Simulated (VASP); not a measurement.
# S (Im-3m) in VASP: further runs

The runs below take S through single point, with PBE.

Everything below comes from runs of VASP 6.6.1. Logs are shortened: lines on timing, memory, paths and dates and some standing lists are left out, and cuts for length are marked.

### Step 1. The cell of the first run

The structure is cubic, space group Im-3m (No. 229). The conventional cell has a = 2.816 Å, b = 2.816 Å, c = 2.816 Å, α = 90.00°, β = 90.00°, γ = 90.00°. S (site symmetry m-3m) has 14 S at 2.44 to 2.82 Å within 3.2 Å.

This isn't the form of S at room conditions, which is orthorhombic, of S8 rings.

### Step 2. Single point, PBE

The input, INCAR:

```
PREC = Accurate
ENCUT = 520
EDIFF = 1E-6
ISMEAR = -1
SIGMA = 0.08
LREAL = False
LASPH = True
NELM = 80
ALGO = Normal
ISIF = 2
LWAVE = False
LCHARG = True
GGA = PE
LELF = True
LVHAR = True
NBANDS = 9
```

The input, KPOINTS:

```
Automatic mesh
0
Gamma
  19 19 19
```

The input, POSCAR:

```
S
1.0
   -1.4079760442      1.4079760442      1.4079760442
    1.4079760442     -1.4079760442      1.4079760442
    1.4079760442      1.4079760442     -1.4079760442
S
1
Direct
    0.0000000000      0.0000000000      0.0000000000
```

Potentials or basis: VASP PAW PBE potentials, release 64 (S).

On the command line:

```bash
$ cat potpaw_PBE.64/S/POTCAR > POTCAR
$ mpirun -np 1 vasp_std > vasp.out
```

OUTCAR:

```text
PREC = Accurate
   ENCUT = 520
   EDIFF = 1E-6
   ISMEAR = -1
   LREAL = False
   LASPH = True
   NELM = 80
   ISIF = 2
   GGA = PE

 ion  position               nearest neighbor table
   1  0.000  0.000  0.000-

  LATTYP: Found a body centered cubic cell.
 ALAT       =     2.8159520884

  Lattice vectors:

 A1 = (  -1.4079760442,   1.4079760442,   1.4079760442)
 A2 = (   1.4079760442,  -1.4079760442,   1.4079760442)
 A3 = (   1.4079760442,   1.4079760442,  -1.4079760442)

Analysis of symmetry for initial positions (statically):
=====================================================================
 Subroutine PRICEL returns:
 Original cell was already a primitive cell.

 Routine SETGRP: Setting up the symmetry group for a
 body centered cubic supercell.

 Subroutine GETGRP returns: Found 48 space group operations
 (whereof 48 operations were pure point group operations)
 out of a pool of 48 trial point group operations.

The static configuration has the point symmetry O_h .

Analysis of symmetry for dynamics (positions and initial velocities):
=====================================================================
 Subroutine PRICEL returns:
 Original cell was already a primitive cell.

 Routine SETGRP: Setting up the symmetry group for a
 body centered cubic supercell.

 Subroutine GETGRP returns: Found 48 space group operations
 (whereof 48 operations were pure point group operations)
 out of a pool of 48 trial point group operations.

The dynamic configuration has the point symmetry O_h .

 Subroutine INISYM returns: Found 48 space group operations
 (whereof 48 operations are pure point group operations),
 and found     1 'primitive' translations

----------------------------------------------------------------------------------------

                                     Primitive cell

  volume of cell :      11.1647

  direct lattice vectors                    reciprocal lattice vectors
    -1.407976044  1.407976044  1.407976044     0.000000000  0.355119678  0.355119678
     1.407976044 -1.407976044  1.407976044     0.355119678  0.000000000  0.355119678
     1.407976044  1.407976044 -1.407976044     0.355119678  0.355119678  0.000000000

  length of vectors
     2.438686044  2.438686044  2.438686044     0.502215065  0.502215065  0.502215065

  position of ions in fractional coordinates (direct lattice)
     0.000000000  0.000000000  0.000000000

  ion indices of the primitive-cell ions
   primitive index   ion index
                 1           1

----------------------------------------------------------------------------------------

 KPOINTS: Automatic mesh

Automatic generation of k-mesh.
 Grid dimensions read from file:
 generate k-points for:   19   19   19

 Generating k-lattice:

  Cartesian coordinates                     Fractional coordinates (reciprocal lattice)
     0.000000000  0.018690509  0.018690509     0.052631579  0.000000000  0.000000000
     0.018690509  0.000000000  0.018690509     0.000000000  0.052631579  0.000000000
     0.018690509  0.018690509  0.000000000     0.000000000  0.000000000  0.052631579

  Length of vectors
     0.026432372  0.026432372  0.026432372

  Shift w.r.t. Gamma in fractional coordinates (k-lattice)
     0.000000000  0.000000000  0.000000000

 Subroutine IBZKPT returns following result:
 ===========================================

 Found    220 irreducible k-points:

 Following reciprocal coordinates:
            Coordinates               Weight
  0.000000  0.000000  0.000000      1.000000
  0.052632  0.000000  0.000000     12.000000
  0.105263  0.000000  0.000000     12.000000
  0.157895  0.000000  0.000000     12.000000
  0.210526  0.000000  0.000000     12.000000
  0.263158  0.000000  0.000000     12.000000
[... 16 lines left out ...]
  0.263158  0.105263  0.000000     48.000000
  0.315789  0.105263 -0.000000     48.000000
 [... further k-points ...]
   k-points           NKPTS =    220   k-points in BZ     NKDIM =    220   number of bands    NBANDS=      9
   number of dos      NEDOS =    301   number of ions     NIONS =      1
   total plane-waves  NPLWV =   5832
   dimension x,y,z NGX =    18 NGY =   18 NGZ =   18
   dimension x,y,z NGXF=    36 NGYF=   36 NGZF=   36
   ions per type =               1
   NGX,Y,Z   is equivalent  to a cutoff of  12.27, 12.27, 12.27 a.u.
   NGXF,Y,Z  is equivalent  to a cutoff of  24.54, 24.54, 24.54 a.u.
 SYSTEM =  unknown system
   PREC   = accura    normal or accurate (medium, high low for compatibility)
   ISTART =      0    job   : 0-new  1-cont  2-samecut
   ICHARG =      2    charge: 1-file 2-atom 10-const
   ISPIN  =      1    spin polarized calculation?
   LNONCOLLINEAR =      F non collinear calculations
   LSORBIT =      F    spin-orbit coupling
   LASPH  =      T    aspherical Exc in radial PAW
   ENCUT  =  520.0 eV  38.22 Ry    6.18 a.u.   4.53  4.53  4.53*2*pi/ulx,y,z
   NELM   =     80;   NELMIN=  2; NELMDL= -5     # of ELM steps
   EDIFF  = 0.1E-05   stopping-criterion for ELM
   LREAL  =      F    real-space projection
[... 7 lines left out ...]
   TEBEG  =    0.0;   TEEND  =   0.0 temperature during run
   PSTRESS=    0.0 pullay stress
   NELECT =       6.0000    total number of electrons
   NUPDOWN=      -1.0000    fix difference up-down
   EMIN   =  10.00;   EMAX   =-10.00  energy-range for DOS
   EFERMI =   0.00;   METHOD = LEGACY
   ISMEAR =    -1;   SIGMA  =   0.08  broadening in eV -4-tet -1-fermi 0-gaus
   EFERMI_NEDOS =   21; number of points for ismear=-14 and -15
   IALGO  =     38    algorithm
   IMIX   =      4    mixing-type and parameters
     AMIX     =   0.40;   BMIX     =  1.00
     AMIX_MAG =   1.60;   BMIX_MAG =  1.00
  volume/ion in A,a.u.               =      11.16        75.34
  Fermi-wavevector in a.u.,A,eV,Ry     =   1.330996  2.515217 24.103395  1.771550
  Thomas-Fermi vector in A             =   2.460040
   LORBIT       =      0    0 simple, 1 ext, 2 COOP (PROOUT), +10 PAW based schemes
   GGA     = PE    functional components
   LHFCALC =     F    Hartree Fock is set to
   AEXX    =    0.0000 exact exchange contribution
   IVDW    =     0    specifies the selected vdW correction
   LEPSILON=     F    determine dielectric tensor
   LRPA    =     F    only Hartree local field effects (RPA)
 non-spin polarized calculation
  energy-cutoff  :      520.00
  volume of cell :       11.16
 maximum number of plane-waves:       321
   NGX =  9   NGY =  9   NGZ =  9

 number of electron       6.0000000 magnetization

 Free energy of the ion-electron system (eV)
  ---------------------------------------------------
  ext. energy  EPLUGINS =         0.00000000
  ---------------------------------------------------
  free energy    TOTEN  =        -2.38806725 eV

  energy without entropy =       -2.37640153  energy(sigma->0) =       -2.38223439

 E-fermi :  13.6042     XC(G=0): -12.8848

 val. band max:       13.5796838611   @ k =  -0.4737   0.4737   0.0526
 cond. band min:      13.6068889367   @ k =  -0.2632   0.2632   0.2105
 fundamental gap:      0.0272050756
 Fermi energy:        13.6042397736

 k-point     1 :       0.0000    0.0000    0.0000
  band No.  band energies     occupation
      1      -7.5952      2.00000
      2      18.9690      0.00000
      3      18.9690      0.00000
      4      18.9690      0.00000
      5      25.9684      0.00000
      6      25.9684      0.00000
      7      25.9684      0.00000
      8      30.7092      0.00000
      9      30.7092      0.00000

 k-point     2 :       0.0526    0.0000    0.0000
  band No.  band energies     occupation
      1      -7.4992      2.00000
      2      18.4092      0.00000
      3      18.6683      0.00000
      4      18.9196      0.00000
      5      25.7004      0.00000
      6      26.0481      0.00000
      7      26.4419      0.00000
      8      30.0827      0.00000
      9      30.6101      0.00000

 k-point     3 :       0.1053    0.0000    0.0000
  band No.  band energies     occupation
      1      -7.2118      2.00000
      2      16.9578      0.00000
      3      17.9486      0.00000
      4      18.7757      0.00000
      5      25.0215      0.00000
      6      25.9292      0.00000
      7      27.6784      0.00000
      8      29.3504      0.00000
      9      30.4307      0.00000

 k-point     4 :       0.1579    0.0000    0.0000
  band No.  band energies     occupation
      1      -6.7343      2.00000
      2      14.9990      0.00000
      3      17.0880      0.00000
      4      18.5515      0.00000
      5      24.1589      0.00000
      6      25.2223      0.00000
      7      29.3943      0.00000
      8      29.4229      0.00000
      9      30.3594      0.00000

 k-point     5 :       0.2105    0.0000    0.0000
  band No.  band energies     occupation
      1      -6.0694      2.00000
      2      12.8076      1.99991
      3      16.2468      0.00000
      4      18.2719      0.00000
      5      23.2796      0.00000
      6      24.2669      0.00000
      7      30.0287      0.00000
      8      30.5044      0.00000
      9      31.4184      0.00000

 k-point     6 :       0.2632    0.0000    0.0000
  band No.  band energies     occupation
      1      -5.2220      2.00000
      2      10.5505      2.00000
      3      15.4991      0.00000
      4      17.9701      0.00000
      5      22.4771      0.00000
      6      23.3694      0.00000
      7      30.8617      0.00000
      8      30.9012      0.00000
      9      33.6557      0.00000

 k-point     7 :       0.3158    0.0000    0.0000
  band No.  band energies     occupation
      1      -4.2005      2.00000
      2       8.3304      2.00000
      3      14.8796      0.00000
      4      17.6811      0.00000
      5      21.8009      0.00000
      6      22.6240      0.00000
      7      31.5459      0.00000
      8      31.8105      0.00000
      9      36.0314      0.00000

 k-point     8 :       0.3684    0.0000    0.0000
  band No.  band energies     occupation
      1      -3.0234      2.00000
      2       6.2203      2.00000
      3      14.4054      0.00009
      4      17.4362      0.00000
      5      21.2778      0.00000
      6      22.0568      0.00000
      7      32.4102      0.00000
      8      32.8014      0.00000
      9      38.4411      0.00000

 k-point     9 :       0.4211    0.0000    0.0000
  band No.  band energies     occupation
      1      -1.7434      2.00000
      2       4.3044      2.00000
      3      14.0855      0.00487
      4      17.2597      0.00000
      5      20.9227      0.00000
      6      21.6761      0.00000
      7      33.4288      0.00000
      8      33.7147      0.00000
      9      38.7564      0.00000

 k-point    10 :       0.4737    0.0000    0.0000
  band No.  band energies     occupation
      1      -0.5997      2.00000
      2       2.8388      2.00000
      3      13.9246      0.03582
      4      17.1675      0.00000
      5      20.7435      0.00000
      6      21.4851      0.00000
      7      34.3172      0.00000
      8      34.3665      0.00000
      9      37.5153      0.00000
[... 85 lines left out ...]
 k-point    18 :       0.4211    0.0526    0.0000
  band No.  band energies     occupation
      1      -1.0532      2.00000
      2       3.5442      2.00000
      3      13.5634      1.24958
      4      16.6321      0.00000
      5      21.2958      0.00000
      6      22.1971      0.00000
      7      32.9979      0.00000
      8      34.4896      0.00000
      9      38.3048      0.00000

 k-point    19 :       0.4737    0.0526    0.0000
  band No.  band energies     occupation
      1      -0.3142      2.00000
      2       2.6448      2.00000
      3      13.4802      1.64997
      4      16.5773      0.00000
      5      21.2104      0.00000
      6      22.1136      0.00000
      7      33.8711      0.00000
      8      34.1510      0.00000
      9      38.0219      0.00000

 k-point    20 :       0.1053    0.1053    0.0000
  band No.  band energies     occupation
      1      -6.4487      2.00000
      2      14.4524      0.00005
      3      16.2599      0.00000
      4      17.8604      0.00000
      5      24.3640      0.00000
      6      25.5921      0.00000
      7      28.5350      0.00000
      8      29.4781      0.00000
      9      31.5770      0.00000

 k-point    21 :       0.1579    0.1053    0.0000
  band No.  band energies     occupation
      1      -5.7857      2.00000
      2      12.6777      1.99998
      3      15.0570      0.00000
      4      17.3960      0.00000
      5      23.8328      0.00000
      6      25.2632      0.00000
      7      28.7850      0.00000
      8      30.6466      0.00000
      9      32.5458      0.00000

 k-point    22 :       0.2105    0.1053    0.0000
  band No.  band energies     occupation
      1      -4.9408      2.00000
      2      10.6277      2.00000
      3      14.0876      0.00474
      4      16.9512      0.00000
      5      23.2704      0.00000
      6      24.8345      0.00000
      7      29.1914      0.00000
      8      32.1023      0.00000
      9      33.7878      0.00000

 k-point    23 :       0.2632    0.1053    0.0000
  band No.  band energies     occupation
      1      -3.9229      2.00000
      2       8.5035      2.00000
      3      13.3465      1.92329
      4      16.5453      0.00000
      5      22.7369      0.00000
      6      24.4673      0.00000
      7      29.7443      0.00000
      8      33.3921      0.00000
      9      35.4782      0.00000

 k-point    24 :       0.3158    0.1053   -0.0000
  band No.  band energies     occupation
      1      -2.7509      2.00000
      2       6.4422      2.00000
      3      12.8029      1.99991
      4      16.2109      0.00000
      5      22.2934      0.00000
      6      24.1821      0.00000
      7      30.5047      0.00000
      8      34.2194      0.00000
      9      37.4944      0.00000

 [... further k-points ...]
[... 5 lines left out ...]
  --------------------------------------------------------------------------------------
  -------------------------------------------------------------------------------------
  Total        3.9953471      3.9953471      3.9953471      0.0000000     -0.0000000      0.0000000
  in kB      573.3493336    573.3493336    573.3493336      0.0000000     -0.0000000      0.0000000
  external PRESSURE =     573.3493336 kB  Pullay stress =       0.0000000 kB

 VOLUME and BASIS-vectors are now :
 -----------------------------------------------------------------------------
  energy-cutoff  :      520.00
  volume of cell :       11.16
      direct lattice vectors                 reciprocal lattice vectors
    -1.407976044  1.407976044  1.407976044     0.000000000  0.355119678  0.355119678
     1.407976044 -1.407976044  1.407976044     0.355119678  0.000000000  0.355119678
     1.407976044  1.407976044 -1.407976044     0.355119678  0.355119678  0.000000000

 POSITION                                       TOTAL-FORCE (eV/Angst)
 -----------------------------------------------------------------------------------
      0.00000      0.00000      0.00000        -0.000000     -0.000000      0.000000
 -----------------------------------------------------------------------------------
    total drift:                                0.000000     -0.000000     -0.000000

  FREE ENERGIE OF THE ION-ELECTRON SYSTEM (eV)
  ---------------------------------------------------
  free  energy   TOTEN  =        -2.3880672460 eV

  energy  without entropy=       -2.3764015272  energy(sigma->0) =       -2.38223439
```

It took 6.1 s on 1 thread of Intel Xeon 6975P-C (Granite Rapids), shared host; peak memory 0.12 GiB.

Results:

| Quantity | Value |
| --- | --- |
| Free energy | -2.3881 eV |
| Pressure | 57.3 GPa |
| Band gap on the k mesh | zero (bands 3 and 4 overlap by 11.19 eV) |

Caveat: the cell stands under pressure.

[end of part 1 of 2]

The gap in the log of VASP goes by the Fermi energy; the results here count the filled bands.